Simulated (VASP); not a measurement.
# BeS4 (Cmmm) in VASP: notebook, part 2 of 3

VASP 6.6.1.

## 4. Relaxation of cell and atoms, PBE

INCAR reads:

```
SYSTEM = BeS4
PREC     = Accurate       ! precision mode
ENCUT    = 600            ! plane-wave cutoff, eV
EDIFF    = 1E-6           ! SCF threshold, eV
ISMEAR   = 0              ! smearing method
SIGMA    = 0.1            ! smearing width, eV
LREAL    = .False.        ! projectors in reciprocal space
LASPH    = .True.         ! aspherical terms in the spheres
NELM     = 60             ! most SCF steps
ALGO     = Normal         ! electronic algorithm
ISIF     = 3              ! what is computed and relaxed
LWAVE    = .False.        ! write WAVECAR
LCHARG   = .False.        ! write CHGCAR
GGA      = PE             ! functional
IBRION   = 2              ! ionic algorithm
NSW      = 90             ! ionic steps
EDIFFG   = -0.04          ! ionic threshold
```

KPOINTS reads:

```
regular mesh
0
Gamma
  4 4 6
  0 0 0
```

POSCAR reads:

```
BeS4
1.0
    3.6545238900     -3.8375037300      0.0000000000
    3.6545238900      3.8375037300      0.0000000000
    0.0000000000      0.0000000000      3.2816509000
Be S
1 4
Direct
    0.0000000000      0.0000000000      0.0000000000
    0.8105999900      0.1894000100      0.5000000000
    0.1894000100      0.8105999900      0.5000000000
    0.2852000000      0.2852000000      0.0000000000
    0.7148000000      0.7148000000      0.0000000000
```

Potentials or basis: VASP PAW PBE potentials, release 64 (Be, S).

The run is started by

```
> cat potpaw_PBE.64/Be/POTCAR potpaw_PBE.64/S/POTCAR > POTCAR
> mpirun -np 1 vasp_std > vasp.out
```

OUTCAR:

```text
SYSTEM = BeS4
   PREC = Accurate
   ENCUT = 600
   EDIFF = 1E-6
   ISMEAR = 0
   LREAL = .False.
   LASPH = .True.
   NELM = 60
   ISIF = 3
   GGA = PE
   IBRION = 2
   NSW = 90
   EDIFFG = -0.04

 ion  position               nearest neighbor table
   1  0.000  0.000  0.000-   4 2.08   5 2.08   2 2.19   3 2.19   2 2.19   3 2.19
   2  0.811  0.189  0.500-   1 2.19   1 2.19
   3  0.189  0.811  0.500-   1 2.19   1 2.19
   4  0.285  0.285  0.000-   1 2.08
   5  0.715  0.715  0.000-   1 2.08

  LATTYP: Found a base centered orthorhombic cell.
 ALAT       =     7.3090477800
 B/A-ratio  =     1.0500694059
 C/A-ratio  =     0.4489847377

  Lattice vectors:

 A1 = (   3.6545238900,  -3.8375037300,   0.0000000000)
 A2 = (   3.6545238900,   3.8375037300,   0.0000000000)
 A3 = (   0.0000000000,   0.0000000000,   3.2816509000)

Analysis of symmetry for initial positions (statically):
=====================================================================
 Subroutine PRICEL returns:
 Original cell was already a primitive cell.

 Routine SETGRP: Setting up the symmetry group for a
 base centered orthorhombic supercell.

 Subroutine GETGRP returns: Found  8 space group operations
 (whereof  8 operations were pure point group operations)
 out of a pool of  8 trial point group operations.

The static configuration has the point symmetry D_2h.

Analysis of symmetry for dynamics (positions and initial velocities):
=====================================================================
 Subroutine PRICEL returns:
 Original cell was already a primitive cell.

 Routine SETGRP: Setting up the symmetry group for a
 base centered orthorhombic supercell.

 Subroutine GETGRP returns: Found  8 space group operations
 (whereof  8 operations were pure point group operations)
 out of a pool of  8 trial point group operations.

The dynamic configuration has the point symmetry D_2h.

 Subroutine INISYM returns: Found  8 space group operations
 (whereof  8 operations are pure point group operations),
 and found     1 'primitive' translations

----------------------------------------------------------------------------------------

                                     Primitive cell

  volume of cell :      92.0454

  direct lattice vectors                    reciprocal lattice vectors
     3.654523890 -3.837503730  0.000000000     0.136816728 -0.130293033  0.000000000
     3.654523890  3.837503730  0.000000000     0.136816728  0.130293033  0.000000000
     0.000000000  0.000000000  3.281650900     0.000000000  0.000000000  0.304724674

  length of vectors
     5.299243318  5.299243318  3.281650900     0.188931446  0.188931446  0.304724674

  position of ions in fractional coordinates (direct lattice)
     0.000000000  0.000000000  0.000000000
     0.810599990  0.189400010  0.500000000
     0.189400010  0.810599990  0.500000000
     0.285200000  0.285200000  0.000000000
     0.714800000  0.714800000  0.000000000

  ion indices of the primitive-cell ions
   primitive index   ion index
                 1           1
                 2           2
                 3           3
                 4           4
                 5           5

----------------------------------------------------------------------------------------

 KPOINTS: regular mesh

Automatic generation of k-mesh.
 Grid dimensions read from file:
 generate k-points for:    4    4    6

 Generating k-lattice:

  Cartesian coordinates                     Fractional coordinates (reciprocal lattice)
     0.034204182 -0.032573258  0.000000000     0.250000000  0.000000000  0.000000000
     0.034204182  0.032573258  0.000000000     0.000000000  0.250000000  0.000000000
     0.000000000  0.000000000  0.050787446     0.000000000  0.000000000  0.166666667

  Length of vectors
     0.047232862  0.047232862  0.050787446

  Shift w.r.t. Gamma in fractional coordinates (k-lattice)
     0.000000000  0.000000000  0.000000000

 Subroutine IBZKPT returns following result:
 ===========================================

 Found     28 irreducible k-points:

 Following reciprocal coordinates:
            Coordinates               Weight
  0.000000  0.000000  0.000000      1.000000
  0.250000 -0.000000  0.000000      4.000000
  0.500000 -0.000000  0.000000      2.000000
  0.250000  0.250000  0.000000      2.000000
  0.500000  0.250000  0.000000      4.000000
 -0.250000  0.250000  0.000000      2.000000
[... 16 lines left out ...]
  0.250000 -0.000000  0.500000      4.000000
  0.500000 -0.000000  0.500000      2.000000
 [... further k-points ...]
   k-points           NKPTS =     28   k-points in BZ     NKDIM =     28   number of bands    NBANDS=     17
   number of dos      NEDOS =    301   number of ions     NIONS =      5
   total plane-waves  NPLWV =  49392
   dimension x,y,z NGX =    42 NGY =   42 NGZ =   28
   dimension x,y,z NGXF=    84 NGYF=   84 NGZF=   56
   ions per type =               1   4
   NGX,Y,Z   is equivalent  to a cutoff of  13.18, 13.18, 14.18 a.u.
   NGXF,Y,Z  is equivalent  to a cutoff of  26.35, 26.35, 28.37 a.u.
 SYSTEM =  BeS4
   PREC   = accura    normal or accurate (medium, high low for compatibility)
   ISTART =      0    job   : 0-new  1-cont  2-samecut
   ICHARG =      2    charge: 1-file 2-atom 10-const
   ISPIN  =      1    spin polarized calculation?
   LNONCOLLINEAR =      F non collinear calculations
   LSORBIT =      F    spin-orbit coupling
   LASPH  =      T    aspherical Exc in radial PAW
   ENCUT  =  600.0 eV  44.10 Ry    6.64 a.u.  10.58 10.58  6.55*2*pi/ulx,y,z
   NELM   =     60;   NELMIN=  2; NELMDL= -5     # of ELM steps
   EDIFF  = 0.1E-05   stopping-criterion for ELM
   LREAL  =      F    real-space projection
   EDIFFG = -.4E-01   stopping-criterion for IOM
   NSW    =     90    number of steps for IOM
   IBRION =      2    ionic relax: 0-MD 1-quasi-New 2-CG
   NFREE  =      1    steps in history (QN), initial steepest desc. (CG)
   ISIF   =      3    stress and relaxation
   ISYM   =      2    0-nonsym 1-usesym 2-fastsym
   POTIM  = 0.5000    time-step for ionic-motion
   TEBEG  =    0.0;   TEEND  =   0.0 temperature during run
   PSTRESS=    0.0 pullay stress
   NELECT =      26.0000    total number of electrons
   NUPDOWN=      -1.0000    fix difference up-down
   EMIN   =  10.00;   EMAX   =-10.00  energy-range for DOS
   EFERMI =   0.00;   METHOD = LEGACY
   ISMEAR =     0;   SIGMA  =   0.10  broadening in eV -4-tet -1-fermi 0-gaus
   EFERMI_NEDOS =   21; number of points for ismear=-14 and -15
   IALGO  =     38    algorithm
   IMIX   =      4    mixing-type and parameters
     AMIX     =   0.40;   BMIX     =  1.00
     AMIX_MAG =   1.60;   BMIX_MAG =  1.00
  volume/ion in A,a.u.               =      18.41       124.23
  Fermi-wavevector in a.u.,A,eV,Ry     =   1.074151  2.029851 15.698403  1.153800
  Thomas-Fermi vector in A             =   2.209971
   LORBIT       =      0    0 simple, 1 ext, 2 COOP (PROOUT), +10 PAW based schemes
   GGA     = PE    functional components
   LHFCALC =     F    Hartree Fock is set to
   AEXX    =    0.0000 exact exchange contribution
   IVDW    =     0    specifies the selected vdW correction
   LEPSILON=     F    determine dielectric tensor
   LRPA    =     F    only Hartree local field effects (RPA)
 conjugate gradient relaxation of ions
 non-spin polarized calculation
 Gauss-broadening in eV      SIGMA  =   0.10
  energy-cutoff  :      600.00
  volume of cell :       92.05
 maximum number of plane-waves:      3099
   NGX = 21   NGY = 21   NGZ = 13

--------------------------------------- Ionic step        1  -------------------------------------------

 number of electron      25.9999998 magnetization

 Free energy of the ion-electron system (eV)
  ---------------------------------------------------
  ext. energy  EPLUGINS =         0.00000000
  ---------------------------------------------------
  free energy    TOTEN  =       -16.61219840 eV

  energy without entropy =      -16.57797584  energy(sigma->0) =      -16.59508712

------------------------ aborting loop because EDIFF is reached ----------------------------------------

  FORCE on cell =-STRESS in cart. coord.  units (eV):
  Direction    XX          YY          ZZ          XY          YZ          ZX
  --------------------------------------------------------------------------------------
  -------------------------------------------------------------------------------------
  Total       -0.3238577     -3.4902436     -1.4169876     -0.0000000      0.0000000      0.0000000
  in kB       -5.6371926    -60.7525245    -24.6646326     -0.0000000      0.0000000      0.0000000
  external PRESSURE =     -30.3514499 kB  Pullay stress =       0.0000000 kB
[... 1067 lines left out ...]
      6      -1.3956      2.00000
[... 9 lines left out ...]
     16       8.6049      0.00000
     17       8.6748      0.00000

 [... further k-points ...]

[... ionic steps 4 to 70 ...]

--------------------------------------- Ionic step       71  -------------------------------------------

 number of electron      26.0000000 magnetization

------------------------ aborting loop because EDIFF is reached ----------------------------------------
[... 73 lines left out ...]
--------------------------------------- Ionic step       73  -------------------------------------------

 number of electron      26.0000001 magnetization

 Free energy of the ion-electron system (eV)
  ---------------------------------------------------
  ext. energy  EPLUGINS =         0.00000000
  ---------------------------------------------------
  free energy    TOTEN  =       -19.36081834 eV

  energy without entropy =      -19.33336685  energy(sigma->0) =      -19.34709260

 E-fermi :   1.3901     XC(G=0):  -7.5256

 val. band max:        1.3704804232   @ k =   0.5000  -0.0000   0.5000
 cond. band min:       1.3997094488   @ k =   0.2500  -0.0000   0.1667
 fundamental gap:      0.0292290256
 Fermi energy:         1.3900676210
[... 512 lines left out ...]
  FREE ENERGIE OF THE ION-ELECTRON SYSTEM (eV)
  ---------------------------------------------------
  free  energy   TOTEN  =       -19.3608183387 eV

  energy  without entropy=      -19.3333668514  energy(sigma->0) =      -19.34709260

 reached required accuracy - stopping structural energy minimisation
```

Run time: 60 min. Hardware: 1 thread of Intel Xeon 8259CL, shared host; peak memory 0.24 GiB.

Results:

```
Free energy                           : -19.3608 eV
Relaxed volume                        : 27.27 Å³/atom
Relaxed cell                          : a = 6.404 Å, b = 6.404 Å, c = 3.397 Å, α = 90.00°, β = 90.00°, γ = 78.11°
Space group after relaxing (to 0.1 Å) : Cmmm (No. 65)
Energy gained by relaxing             : 549.7 meV/atom
Ionic steps                           : 73
Pressure after relaxing               : 0.0 GPa
Largest force after relaxing          : 0.016 eV/Å
Band gap on the k mesh                : zero (bands 13 and 14 overlap by 0.34 eV)
```

Forces on the atoms (eV/Å):
```
Be   0.000  0.000  0.000
S    0.000 -0.016  0.000
S    0.000  0.016  0.000
S    0.009  0.000  0.000
S   -0.009  0.000  0.000
```

The path:
```tsv
step	energy change (eV)	largest force (eV/Å)	pressure (GPa)	volume (Å³)
1	0.0000	0.6302	-3.04	92.05
3	-0.3063	0.9037	2.34	80.31
5	-0.5906	0.4444	1.51	77.08
7	-0.5964	0.3491	1.80	76.61
9	-0.6569	0.2385	-1.51	79.20
11	-0.6970	0.4563	2.77	74.87
13	-0.7056	0.4136	1.49	75.97
15	-0.7589	0.9701	2.68	75.70
17	-0.7571	0.9851	2.76	75.67
19	-0.7638	1.2624	3.92	75.56
21	-0.7509	1.4808	5.46	75.97
23	-0.7903	1.3765	4.32	75.89
25	-0.9164	1.4194	3.56	77.23
27	-1.3532	1.5197	2.34	82.70
29	-1.7850	2.8955	3.44	91.40
31	-2.4929	1.1636	0.12	101.33
33	-2.6474	0.8403	0.00	106.94
35	-2.6545	1.0425	0.04	108.00
37	-2.6858	0.6511	0.96	111.03
39	-2.7083	0.2531	1.01	112.52
41	-2.7149	0.1785	0.04	114.43
43	-2.7200	0.3064	0.00	115.63
45	-2.7208	0.4238	-0.01	116.25
47	-2.7243	0.3150	0.15	116.85
49	-2.7285	0.2798	0.95	119.58
51	-2.7319	0.1679	0.61	119.73
53	-2.7356	0.2945	-0.18	128.12
55	-2.7401	0.1445	-0.25	126.85
57	-2.7414	0.0970	-0.07	126.97
59	-2.7419	0.0412	0.12	127.31
61	-2.7422	0.0281	0.06	127.58
63	-2.7428	0.0667	-0.09	128.38
65	-2.7436	0.2061	-0.24	129.55
67	-2.7442	0.1961	-0.20	129.86
69	-2.7461	0.1447	-0.03	131.24
71	-2.7476	0.1141	0.22	134.05
73	-2.7486	0.0159	0.00	136.35
```

Final structure:
```
Be S
1.0
     4.97329   -4.03491    0.00000
     4.97329    4.03491    0.00000
     0.00000    0.00000    3.39739
Be S
1 4
Cartesian
  0.0000 0.0000 0.0000
  4.9733 -2.9044 1.6987
  4.9733 2.9044 1.6987
  4.0139 0.0000 0.0000
  5.9326 0.0000 0.0000
```

Caveat: the volume moved by over 15 % at a fixed basis, so the end points are rough; semilocal functionals underestimate gaps, and a narrow one can read as zero.

(Part 2 of 3 ends here.)

The gap in the log of VASP goes by the Fermi energy; the results here count the filled bands.